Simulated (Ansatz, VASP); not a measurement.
LiF in VASP and in Ansatz

INCAR

```
SYSTEM = LiF
PREC = Accurate
ENCUT = 520
EDIFF = 1E-6
ISMEAR = 0
SIGMA = 0.05
LREAL = .FALSE.
LASPH = .TRUE.
NELM = 60
ALGO = Normal
ISIF = 2
LWAVE = .FALSE.
LCHARG = .TRUE.
GGA = PS
LELF = .TRUE.
LVHAR = .TRUE.
NBANDS = 12
```

KPOINTS

```
regular mesh
0
G
  10 10 10
  0 0 0
```

The input POSCAR:

```
LiF
1.0
    0.0000000000      2.0140000000      2.0140000000
    2.2405750000      0.0000000000      2.0140000000
    2.2405750000      2.0140000000      0.0000000000
Li F
1 1
Direct
    0.0000000000      0.0000000000      0.0000000000
    0.5000000000      0.5000000000      0.5000000000
```

Input for Ansatz:

```yaml
crystal:
  lattice:
    - [0.0, 2.014, 2.014]
    - [2.240575, 0.0, 2.014]
    - [2.240575, 2.014, 0.0]
  atoms:
    - { symbol: Li, position: [0.0, 0.0, 0.0] }
    - { symbol: F, position: [0.5, 0.5, 0.5] }
basis:
  ecutwfc: 420
kpoints:
  mp_grid: { grid: [10, 10, 10] }
hamiltonian:
  xc: pbesol
scf:
  occupations: { method: gaussian, width: 0.05 }
output:
  forces: true
  stress: true
  eigenvalues: true
```

Change from the starting cell: strain +0.1125 x Voigt [1, 0, 0, 0, 0, 0], atoms carried along.

Alike in both runs: task single point; functional PBEsol; k mesh 10 × 10 × 10; occupations gaussian, width 0.05 eV; no spin polarisation.

|  | VASP | Ansatz |
| --- | --- | --- |
| version | VASP 6.6.1 | Ansatz 0.2.0 |
| potentials or method | VASP PAW PBE potentials, release 64 (Li_sv, F), cutoff 520 eV | scalar-relativistic, plane waves, PAW |
| valence electrons in the cell | 10 | 10 |

```tsv
	VASP	Ansatz	Ansatz less VASP
gap on the k mesh at the Fermi level (eV)	7.93	7.93	+0.003
least direct gap on the mesh (eV)	7.93	7.93	+0.003
```

VASP's potentials were made for PBE, not for PBEsol.

Noted on VASP's run: the cutoff is short for stress, so the pressure is rough.
